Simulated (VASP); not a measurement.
A run of VASP 6.6.1:

The input INCAR:

```
SYSTEM = SnSe
PREC     = Accurate       ! precision mode
ENCUT    = 520            ! plane-wave cutoff, eV
EDIFF    = 1E-6           ! SCF threshold, eV
ISMEAR   = -1             ! smearing method
SIGMA    = 0.08           ! smearing width, eV
LREAL    = .FALSE.        ! projectors in reciprocal space
LASPH    = .TRUE.         ! aspherical terms in the spheres
NELM     = 60             ! most SCF steps
ALGO     = Normal         ! electronic algorithm
ISIF     = 2              ! what is computed and relaxed
LWAVE    = .FALSE.        ! write WAVECAR
LCHARG   = .TRUE.         ! write CHGCAR
GGA      = PE             ! functional
LELF     = .TRUE.         ! ELF
LVHAR    = .TRUE.       
NBANDS   = 17             ! bands
```

Contents of KPOINTS:

```
regular mesh
0
G
  14 14 14
  0 0 0
```

POSCAR

```
SnSe
1.0
    3.2987590504      0.0000000000      0.0000000000
    0.0000000000      3.2987590504      0.0000000000
    0.0000000000      0.0000000000      3.2987590504
Sn Se
1 1
Direct
    0.0000000000      0.0000000000      0.0000000000
    0.5000000000      0.5000000000      0.5000000000
```

Potentials or basis: VASP PAW PBE potentials, release 64 (Sn_d, Se).

Run with:

```sh
$ cat potpaw_PBE.64/Sn_d/POTCAR potpaw_PBE.64/Se/POTCAR > POTCAR
$ mpirun -np 1 vasp_std > vasp.out
```

Hardware: 1 thread of AMD EPYC 9R45 96-Core Processor (Zen 5) (shared host).

Q: Estimate the wall time of this run.

A: Wall time 29 s on 1 thread of AMD EPYC 9R45 96-Core Processor (Zen 5), with other jobs on the host, peak memory 0.18 GiB. Counts: scf iterations 11, k points 120.
